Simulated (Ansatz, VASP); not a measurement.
# One calculation of Re2W, two programs

File INCAR:

```
SYSTEM = Re2W
PREC = Accurate
ENCUT = 520
EDIFF = 1E-6
ISMEAR = 0
SIGMA = 0.1
LREAL = .False.
LASPH = .True.
NELM = 80
ALGO = Fast
ISIF = 2
LWAVE = .False.
LCHARG = .False.
GGA = PE
NBANDS = 68
```

File KPOINTS:

```
regular mesh
0
Gamma
  6 6 2
  0 0 0
```

POSCAR

```
Re2W
1.0
    5.1352901750      0.0000000000      0.0000000000
   -2.5676450875      4.4472917474      0.0000000000
    0.0000000000      0.0000000000      8.3814360000
Re W
8 4
Direct
    0.0000000000      0.0000000000      0.0000000000
    0.0000000000      0.0000000000      0.5000000000
    0.1723950000      0.3447900000      0.7500000000
    0.6552100000      0.8276050000      0.7500000000
    0.1723950000      0.8276050000      0.7500000000
    0.8276050000      0.6552100000      0.2500000000
    0.3447900000      0.1723950000      0.2500000000
    0.8276050000      0.1723950000      0.2500000000
    0.6666666700      0.3333333300      0.9333510000
    0.3333333300      0.6666666700      0.0666490000
    0.3333333300      0.6666666700      0.4333510000
    0.6666666700      0.3333333300      0.5666490000
```

Input for Ansatz:

```yaml
crystal:
  lattice:
    - [5.135290175, 0.0, 0.0]
    - [-2.5676450875, 4.4472917474, 0.0]
    - [0.0, 0.0, 8.381436]
  atoms:
    - { symbol: Re, position: [0.0, 0.0, 0.0] }
    - { symbol: Re, position: [0.0, 0.0, 0.5] }
    - { symbol: Re, position: [0.172395, 0.34479, 0.75] }
    - { symbol: Re, position: [0.65521, 0.827605, 0.75] }
    - { symbol: Re, position: [0.172395, 0.827605, 0.75] }
    - { symbol: Re, position: [0.827605, 0.65521, 0.25] }
    - { symbol: Re, position: [0.34479, 0.172395, 0.25] }
    - { symbol: Re, position: [0.827605, 0.172395, 0.25] }
    - { symbol: W, position: [0.66666667, 0.33333333, 0.933351] }
    - { symbol: W, position: [0.33333333, 0.66666667, 0.066649] }
    - { symbol: W, position: [0.33333333, 0.66666667, 0.433351] }
    - { symbol: W, position: [0.66666667, 0.33333333, 0.566649] }
basis:
  ecutwfc: 420
kpoints:
  mp_grid: { grid: [6, 6, 2] }
hamiltonian:
  xc: pbe
scf:
  occupations: { method: gaussian, width: 0.1 }
  lower_state_search: "off"
output:
  forces: true
  stress: true
  eigenvalues: true
```

Alike in both runs: task single point; functional PBE; k mesh 6 × 6 × 2; occupations gaussian, width 0.1 eV; no spin polarisation.

|  | VASP | Ansatz |
| --- | --- | --- |
| version | VASP 6.6.1 | Ansatz 0.2.0 |
| potentials or method | VASP PAW PBE potentials, release 64 (Re, W_sv), cutoff 520 eV | scalar-relativistic, plane waves, PAW |
| valence electrons in the cell | 112 | 176 |

```tsv
	VASP	Ansatz	Ansatz less VASP
gap on the k mesh at the Fermi level (eV)	none	none	-
pressure (GPa)	-2.0	-1.6	+0.41
traceless stress, the component that is largest in VASP (GPa)	0.42	0.28	-0.138
rms of the force components (eV/Å)	0.026	0.021	-0.0049
```

Atom by atom the forces differ by 0.044 eV/Å (rms over components). A gap of «none» marks a metal or a gap that the smearing closes. VASP's potentials hold 112 valence electrons a cell and Ansatz's 176, so a difference there can come from the potentials and not from the codes.

The k mesh is coarse, so the values compare programs but aren't converged. Spin-orbit coupling is off throughout.
